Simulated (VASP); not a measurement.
# WC (P3m1) in VASP: further runs, part 2 of 2

VASP 6.6.1.

## 3. Single point, PBEsol (the distance across one plane changed)

Contents of INCAR:

```
PREC = Accurate
ENCUT = 520
EDIFF = 1E-6
ISMEAR = 0
SIGMA = 0.15
LREAL = F
LASPH = T
NELM = 60
ALGO = Fast
ISIF = 2
LWAVE = F
LCHARG = T
GGA = PS
LELF = T
LVHAR = T
NBANDS = 36
```

Contents of KPOINTS:

```
regular mesh
0
Gamma
  23 23 7
```

Contents of POSCAR:

```
WC
1.0
   -2.8984136670      0.0000000000      0.0000000000
   -1.4492068335     -2.5100998663      0.0000000000
    0.0000000000      0.0000000000     14.4828357108
W C
3 3
Direct
    0.0000000000      0.0000000000      0.5368970214
    0.0000000000      0.0000000000      0.1464193608
    0.0000000000      0.0000000000      0.3416581911
    0.6666666667      0.6666666667      0.0487999456
    0.6666666667      0.6666666667      0.2440387759
    0.6666666667      0.6666666667      0.4392776062
```

Potentials or basis: VASP PAW PBE potentials, release 64 (W_sv, C).

Run with:

```sh
$ cat potpaw_PBE.64/W_sv/POTCAR potpaw_PBE.64/C/POTCAR > POTCAR
$ mpirun -np 1 vasp_std > vasp.out
```

OUTCAR:

```text
PREC = Accurate
   ENCUT = 520
   EDIFF = 1E-6
   ISMEAR = 0
   LREAL = F
   LASPH = T
   NELM = 60
   ISIF = 2
   GGA = PS

 ion  position               nearest neighbor table
   1  0.000  0.000  0.537-   6 2.19   6 2.19   6 2.19   3 2.83
   2  0.000  0.000  0.146-   5 2.19   5 2.19   5 2.19   4 2.19   4 2.19   4 2.19   3 2.83
   3  0.000  0.000  0.342-   6 2.19   6 2.19   6 2.19   5 2.19   5 2.19   5 2.19   1 2.83   2 2.83

   4  0.667  0.667  0.049-   2 2.19   2 2.19   2 2.19
   5  0.667  0.667  0.244-   2 2.19   2 2.19   2 2.19   3 2.19   3 2.19   3 2.19
   6  0.667  0.667  0.439-   3 2.19   3 2.19   3 2.19   1 2.19   1 2.19   1 2.19

  LATTYP: Found a hexagonal cell.
 ALAT       =     2.8984136670
 C/A-ratio  =     4.9968145940

  Lattice vectors:

 A1 = (   1.4492068335,   2.5100998663,   0.0000000000)
 A2 = (  -2.8984136670,   0.0000000000,   0.0000000000)
 A3 = (   0.0000000000,   0.0000000000,  14.4828357108)

Analysis of symmetry for initial positions (statically):
=====================================================================
 Subroutine PRICEL returns:
 Original cell was already a primitive cell.

 Routine SETGRP: Setting up the symmetry group for a
 hexagonal supercell.
[... 182 lines left out ...]
 Fermi energy:         4.2606529566

 k-point     1 :       0.0000    0.0000    0.0000
  band No.  band energies     occupation
      1     -69.7621      2.00000
      2     -69.7250      2.00000
      3     -69.4105      2.00000
      4     -34.3832      2.00000
      5     -34.0319      2.00000
      6     -33.6557      2.00000
[... 925 lines left out ...]
     35       9.3058      0.00000
     36       9.5466      0.00000

 [... further k-points ...]

------------------------ aborting loop because EDIFF is reached ----------------------------------------

  FORCE on cell =-STRESS in cart. coord.  units (eV):
  Direction    XX          YY          ZZ          XY          YZ          ZX
  --------------------------------------------------------------------------------------
  -------------------------------------------------------------------------------------
  Total       -3.1661606     -3.1661606     -6.6798605      0.0000000     -0.0000000      0.0000000
  in kB      -48.1435985    -48.1435985   -101.5717658      0.0000000     -0.0000000      0.0000000
  external PRESSURE =     -65.9529876 kB  Pullay stress =       0.0000000 kB

 VOLUME and BASIS-vectors are now :
 -----------------------------------------------------------------------------
  energy-cutoff  :      520.00
  volume of cell :      105.37
      direct lattice vectors                 reciprocal lattice vectors
    -2.898413667  0.000000000  0.000000000    -0.345016314  0.199195262  0.000000000
    -1.449206833 -2.510099866  0.000000000     0.000000000 -0.398390524  0.000000000
     0.000000000  0.000000000 14.482835711     0.000000000  0.000000000  0.069047252

 POSITION                                       TOTAL-FORCE (eV/Angst)
 -----------------------------------------------------------------------------------
      0.00000      0.00000      7.77579        -0.000000     -0.000000     -0.927734
      0.00000      0.00000      2.12057        -0.000000      0.000000     -5.831252
      0.00000      0.00000      4.94818        -0.000000     -0.000000      0.056594
     -2.89841     -1.67340      0.70676        -0.000000      0.000000      4.790947
     -2.89841     -1.67340      3.53437         0.000000      0.000000      1.012418
     -2.89841     -1.67340      6.36199         0.000000      0.000000      0.899026
 -----------------------------------------------------------------------------------
    total drift:                                0.000000      0.000000     -0.000649

  FREE ENERGIE OF THE ION-ELECTRON SYSTEM (eV)
  ---------------------------------------------------
  free  energy   TOTEN  =       -66.0496690370 eV

  energy  without entropy=      -66.0201024097  energy(sigma->0) =      -66.03488572
```

OSZICAR:

```text
N       E                     dE             d eps       ncg     rms          rms(c)
DAV:   1     0.627912650022E+03    0.62791E+03   -0.31957E+04 26656   0.157E+03
DAV:   2    -0.369013096839E+02   -0.66481E+03   -0.64941E+03 29032   0.487E+02
DAV:   3    -0.735885049938E+02   -0.36687E+02   -0.35829E+02 31324   0.113E+02
[... 11 lines left out ...]
RMM:  15    -0.660491785235E+02   -0.39696E-03   -0.16074E-03 32585   0.203E-01    0.825E-02
RMM:  16    -0.660495088975E+02   -0.33037E-03   -0.67923E-04 37958   0.104E-01    0.371E-02
RMM:  17    -0.660496351994E+02   -0.12630E-03   -0.17770E-04 33177   0.610E-02    0.151E-02
RMM:  18    -0.660496708249E+02   -0.35625E-04   -0.63367E-05 32396   0.364E-02    0.147E-02
RMM:  19    -0.660496686917E+02    0.21332E-05   -0.28385E-05 30903   0.257E-02    0.397E-03
RMM:  20    -0.660496690370E+02   -0.34531E-06   -0.91859E-06 29753   0.125E-02
   1 F= -.66049669E+02 E0= -.66034886E+02  d E =-.295666E-01
```

It took 44 min on 1 thread of Oxide Virtual Turin-like, shared host; peak memory 0.99 GiB.

Results:

```yaml
Free_energy: -66.0497 eV
Pressure: -6.6 GPa
Largest_force: 5.831 eV/Å
Band_gap_on_the_k_mesh: zero (bands 27 and 28 overlap by 0.69 eV)
```

Forces in eV/Å, atoms in the order of the input:
```
W    0.000  0.000 -0.928
W    0.000  0.000 -5.831
W    0.000  0.000  0.057
C    0.000  0.000  4.791
C    0.000  0.000  1.012
C    0.000  0.000  0.899
```

Stress tensor (GPa, compression positive):
```
 -4.81   0.00   0.00
  0.00  -4.81   0.00
  0.00   0.00 -10.16
```

Levels at points of the mesh, in eV from the Fermi level:
| k point | band 23 | band 24 | band 25 | band 26 | band 27 | band 28 | band 29 | band 30 | band 31 | band 32 |
| --- | --- | --- | --- | --- | --- | --- | --- | --- | --- | --- |
| (0.00, 0.00, 0.00) | -1.20 | -1.20 | -0.88 | -0.21 | -0.21 | 0.16 | 1.02 | 1.02 | 1.08 | 2.68 |

Caveat: the cell differs from its parent crystal (the distance across one plane changed); the stress differs along the axes, from -10 to -5 GPa; the PAW data sets were made with another functional, which shifts forces and pressure a little; spin-orbit coupling is left out, which moves the levels of the heavy elements.
